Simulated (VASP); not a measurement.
Ta:

```
CELL_PARAMETERS angstrom
2.90037 0.00000 0.00000
-1.45019 2.51180 0.00000
0.00000 0.00000 5.16627
ATOMIC_POSITIONS crystal
Ta 0.33333 0.66667 0.25000
Ta 0.66667 0.33333 0.75000
```

Base run:

```yaml
Program: VASP 6.6.1
Functional: LDA
Potentials_or_basis: VASP PAW LDA potentials, release 64 (Ta_pv)
Cutoff: 520 eV
k_mesh: 11 × 11 × 5
Occupations: fermi-dirac, width 0.05 eV
Spin: no spin polarisation
```

Its results: band gap on the k mesh zero (band 11 reaches 6.44 eV, above the bottom of band 12 at 4.91 eV); pressure -11.4 GPa.

Task: The run is repeated on the same cell with these changes: k mesh from 11 × 11 × 5 to 6 × 6 × 3; further incar settings from ALGO = Fast; EDIFF = 1e-06; NBANDS = 18 to ALGO = Normal; EDIFF = 1e-06; NBANDS = 18. What comes out?

Result: Band gap on the k mesh zero (band 11 reaches 6.21 eV, above the bottom of band 12 at 4.89 eV); pressure -11.9 GPa.

Caveats: some runs use coarse meshes; spin-orbit coupling is left out, which moves the levels of the heavy elements.
